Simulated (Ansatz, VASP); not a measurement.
Two plane-wave programs on C

Contents of INCAR:

```
SYSTEM = C
PREC = Accurate
ENCUT = 1300
EDIFF = 1E-6
ISMEAR = 0
SIGMA = 0.05
LREAL = .False.
LASPH = .True.
NELM = 120
ALGO = Normal
ISIF = 2
LWAVE = .False.
LCHARG = .True.
GGA = CA
LELF = .True.
LVHAR = .True.
NBANDS = 11
GGA_COMPAT = .False.
```

KPOINTS

```
regular mesh
0
Gamma
  12 12 12
  0 0 0
```

Contents of POSCAR:

```
C
1.0
    0.0000000000      1.7039681529      1.8893740141
    1.7039681529      0.0000000000      1.8893740141
    1.7039681529      1.7039681529      0.0000000000
C
2
Direct
    0.5000000000      0.5000000000      0.5000000000
    0.7500000000      0.7500000000      0.7500000000
```

Input for Ansatz:

```yaml
crystal:
  lattice:
    - [0.0, 1.7039681529, 1.8893740141]
    - [1.7039681529, 0.0, 1.8893740141]
    - [1.7039681529, 1.7039681529, 0.0]
  atoms:
    - { symbol: C, position: [0.5, 0.5, 0.5] }
    - { symbol: C, position: [0.75, 0.75, 0.75] }
basis:
  ecutwfc: 520.0
kpoints:
  mp_grid: { grid: [12, 12, 12] }
hamiltonian:
  xc: lda
  pseudopotentials: { kind: paw, azcp: { folder: soft_1 } }
scf:
  occupations: { method: gaussian, width: 0.05 }
output:
  forces: true
  stress: true
  eigenvalues: true
```

Change from the starting cell: strain +e along x and -e along y +0.0000, strain +e along z and -e/2 along x and y +0.0700.

Alike in both runs: task single point; functional LDA; k mesh 12 × 12 × 12; occupations gaussian, width 0.05 eV; no spin polarisation.

|  | VASP | Ansatz |
| --- | --- | --- |
| version | VASP 6.6.1 | Ansatz 0.2.0 |
| potentials or method | VASP PAW LDA potentials, release 64 (C_h), cutoff 1300 eV | scalar-relativistic, plane waves, PAW |
| valence electrons in the cell | 8 | 8 |

Ansatz gave:

```
gap on the k mesh at the Fermi level (eV)                     : 2.90
least direct gap on the mesh (eV)                             : 4.72
pressure (GPa)                                                : 1.9
traceless stress, the component that is largest in VASP (GPa) : -72.82
```

Q: Estimate VASP's values.

A: gap on the k mesh at the Fermi level (eV): 2.90; least direct gap on the mesh (eV): 4.72; pressure (GPa): 3.0; traceless stress, the component that is largest in VASP (GPa): -72.79.

Ansatz warns that its potentials were made for another functional, while VASP's fit it. LDA's correlation is that of Perdew and Zunger in VASP and of Perdew and Wang (1992) in Ansatz.
